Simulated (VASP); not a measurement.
Here is a VASP 6.6.1 calculation.

Contents of INCAR:

```
SYSTEM = TiSi2
  PREC = Accurate
  ENCUT = 520
  EDIFF = 1E-7
  ISMEAR = 0
  SIGMA = 0.15
  LREAL = .FALSE.
  LASPH = .TRUE.
  NELM = 100
  ALGO = Normal
  ISIF = 2
  LWAVE = .FALSE.
  LCHARG = .FALSE.
  GGA = PE
  NBANDS = 29
```

KPOINTS

```
Automatic mesh
0
G
  14 14 14
  0 0 0
```

The input POSCAR:

```
TiSi2
1.0
    0.0000000000      3.8913544250      4.8327066435
    2.2621272543      0.0000000000      4.8327066435
    2.2621272543      3.8913544250      0.0000000000
Ti Si
2 4
Direct
    0.7500000000      0.7500000000      0.7500000000
    0.5000000000      0.5000000000      0.5000000000
    0.0868244589      0.4131755411      0.0868244589
    0.4131755411      0.0868244589      0.4131755411
    0.1631755411      0.8368244589      0.1631755411
    0.8368244589      0.1631755411      0.8368244589
```

Potentials or basis: VASP PAW PBE potentials, release 64 (Ti_sv, Si).

Command:

```console
$ cat potpaw_PBE.64/Ti_sv/POTCAR potpaw_PBE.64/Si/POTCAR > POTCAR
$ mpirun -np 1 vasp_std > vasp.out
```

**Question.** Estimate the pressure.

**Answer.** 3.2 GPa.

**Question.** Predict the largest force.

**Answer.** 0.239 eV/Å.

**Question.** What does it give for the band gap on the k mesh?

**Answer.** Zero (band 20 reaches 10.54 eV, above the bottom of band 21 at 9.25 eV).

Stress tensor (GPa, compression positive):
```
 15.07   0.00   0.00
  0.00  17.63   0.00
  0.00   0.00 -23.12
```
